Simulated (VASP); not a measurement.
Input of a VASP 6.6.1 run:

The input INCAR:

```
SYSTEM = VH
PREC = Accurate
ENCUT = 520
EDIFF = 1E-7
ISMEAR = -1
SIGMA = 0.1
LREAL = .FALSE.
LASPH = .TRUE.
NELM = 150
ALGO = Normal
ISIF = 2
LWAVE = .FALSE.
LCHARG = .FALSE.
ISPIN = 2
MAGMOM = 1.5 0
LORBIT = 11
LMAXMIX = 4
GGA = PS
NBANDS = 18
```

Contents of KPOINTS:

```
Automatic mesh
0
G
  13 13 13
  0 0 0
```

File POSCAR:

```
VH
1.0
    0.0000000000      2.0022687585      2.0022687585
    2.0022687585      0.0000000000      2.0022687585
    2.0022687585      2.0022687585      0.0000000000
V H
1 1
Direct
    0.0000000000      0.0000000000      0.0000000000
    0.5000000000      0.5000000000      0.5000000000
```

Potentials or basis: VASP PAW PBE potentials, release 64 (V_sv, H).

Command:

```bash
$ cat potpaw_PBE.64/V_sv/POTCAR potpaw_PBE.64/H/POTCAR > POTCAR
$ mpirun -np 1 vasp_std > vasp.out
```

Q: Predict the pressure.

A: -14.0 GPa.

Q: What does it give for the net moment?

A: 0.00 μB per cell.

Caveat: the cell stands under tension; the moments typed at the start vanished in this run; the PAW data sets were made with another functional, which shifts forces and pressure a little.
